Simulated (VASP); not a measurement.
RbCaBr3, 5 atoms in the cell. It takes space group Pm-3m (No. 221, cubic). Conventional cell: a = 5.674 Å, b = 5.674 Å, c = 5.674 Å, α = 90.00°, β = 90.00°, γ = 90.00°. Rb (site symmetry m-3m) has 12 Br at 4.01 Å and 8 Ca at 4.91 Å within 5.3 Å. Within 3.7 Å of Ca (site symmetry m-3m) lie 6 Br at 2.84 Å. Within 3.7 Å of Br (site symmetry 4/mmm) lie 2 Ca at 2.84 Å. 

* Program: VASP 6.6.1
* Task: single point
* Functional: r2SCAN
* Potentials or basis: VASP PAW PBE potentials, release 64 (Rb_sv, Ca_sv, Br)
* Cutoff: 520 eV
* k mesh: 4 × 4 × 4, shifted
* Occupations: gaussian, width 0.01 eV
* Spin: no spin polarisation
* Dipole correction: no
* Further INCAR settings: ALGO = Normal; EDIFF = 1e-06; NBANDS = 28

Potentials or basis: VASP PAW PBE potentials, release 64 (Rb_sv, Ca_sv, Br).

Run with:

```console
$ cat potpaw_PBE.64/Rb_sv/POTCAR potpaw_PBE.64/Ca_sv/POTCAR potpaw_PBE.64/Br/POTCAR > POTCAR
$ cp INCAR.step1 INCAR
$ mpirun -np 1 vasp_std > vasp.out
$ cp INCAR.step2 INCAR
$ mpirun -np 1 vasp_std > vasp.out
```

Hardware: 1 thread of Intel(R) Xeon(R) 6975P-C (Granite Rapids) (shared host).

Estimate the wall time of this run.

Wall time 52 s on 1 thread of Intel(R) Xeon(R) 6975P-C (Granite Rapids), with other jobs on the host, peak memory 0.29 GiB. Counts: k points 4.
